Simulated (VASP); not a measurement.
A run of VASP 6.6.1 is set up as follows.

The input INCAR:

```
SYSTEM = TiGe2
PREC = Accurate
ENCUT = 500
EDIFF = 1E-6
ISMEAR = 0
SIGMA = 0.1
LREAL = .FALSE.
LASPH = .TRUE.
NELM = 120
ALGO = Normal
ISIF = 2
LWAVE = .FALSE.
LCHARG = .FALSE.
NBANDS = 49
GGA_COMPAT = .FALSE.
```

File KPOINTS:

```
regular mesh
0
G
  10 10 10
  0 0 0
```

POSCAR

```
TiGe2
1.0
    0.0000000000      4.0730319291      4.2263951748
    2.3908210179      0.0000000000      4.2263951748
    2.3908210179      4.0730319291      0.0000000000
Ti Ge
2 4
Direct
    0.7500000000      0.7500000000      0.7500000000
    0.5000000000      0.5000000000      0.5000000000
    0.0821583727      0.4178416273      0.0821583727
    0.1678416273      0.8321583727      0.1678416273
    0.8321583727      0.1678416273      0.8321583727
    0.4178416273      0.0821583727      0.4178416273
```

Potentials or basis: VASP PAW LDA potentials, release 64 (Ti_sv, Ge_d).

The run is started by

```console
$ cat potpaw_LDA.64/Ti_sv/POTCAR potpaw_LDA.64/Ge_d/POTCAR > POTCAR
$ mpirun -np 1 vasp_std > vasp.out
```

(1) Estimate the band gap on the k mesh.

(2) What does it give for the largest force?

## Answers

(1) zero (bands 40 and 41 overlap by 2.00 eV).

(2) 0.008 eV/Å.
